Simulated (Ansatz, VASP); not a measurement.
One calculation of Rb3Sn, two programs

File INCAR:

```
  PREC = Accurate
  ENCUT = 600
  EDIFF = 1E-6
  ISMEAR = 0
  SIGMA = 0.1
  LREAL = F
  LASPH = T
  NELM = 100
  ALGO = Fast
  ISIF = 3
  LWAVE = F
  LCHARG = F
  GGA = PE
  IBRION = 2
  NSW = 100
  EDIFFG = -0.01
```

Contents of KPOINTS:

```
Automatic mesh
0
Gamma
  10 10 10
```

POSCAR

```
Rb3Sn
1.0
    0.0000000000      4.6585840000      4.6585840000
    4.6585840000      0.0000000000      4.6585840000
    4.6585840000      4.6585840000      0.0000000000
Rb Sn
3 1
Direct
    0.2500000000      0.2500000000      0.2500000000
    0.7500000000      0.7500000000      0.7500000000
    0.5000000000      0.5000000000      0.5000000000
    0.0000000000      0.0000000000      0.0000000000
```

Input for Ansatz:

```yaml
crystal:
  lattice:
    - [0.0, 4.658584, 4.658584]
    - [4.658584, 0.0, 4.658584]
    - [4.658584, 4.658584, 0.0]
  atoms:
    - { symbol: Rb, position: [0.25, 0.25, 0.25] }
    - { symbol: Rb, position: [0.75, 0.75, 0.75] }
    - { symbol: Rb, position: [0.5, 0.5, 0.5] }
    - { symbol: Sn, position: [0.0, 0.0, 0.0] }
basis:
  ecutwfc: 420
kpoints:
  mp_grid: { grid: [10, 10, 10] }
hamiltonian:
  xc: pbe
scf:
  occupations: { method: gaussian, width: 0.1 }
output:
  forces: true
  stress: true
  eigenvalues: true
relax:
  adjacent_minimum: "off"
  f_tol: 0.01
  max_steps: 80
  cell: { stress_tol: 0.05 }
```

Alike in both runs: task relaxation of cell and atoms; functional PBE; k mesh 10 × 10 × 10; occupations gaussian, width 0.1 eV; no spin polarisation.

```csv
,VASP,Ansatz
version,VASP 6.6.1,Ansatz 0.2.0
potentials or method,"VASP PAW PBE potentials, release 64 (Rb_sv, Sn_d), cutoff 600 eV","scalar-relativistic, plane waves, PAW"
valence electrons in the cell,41,41
```

|  | VASP | Ansatz | Ansatz less VASP |
| --- | --- | --- | --- |
| gap on the k mesh at the Fermi level, each at its own relaxed structure (eV) | none | none | - |
| relaxed volume (Å³/atom) | 50.55 | 50.55 | 0.000 |
| relaxed length of the cell vector where the two differ most in proportion (Å) | 6.588 | 6.588 | 0.0000 |

A gap of «none» marks a metal or a gap that the smearing closes.

Noted on VASP's run: the relaxation stopped at its first step, so nothing moved.
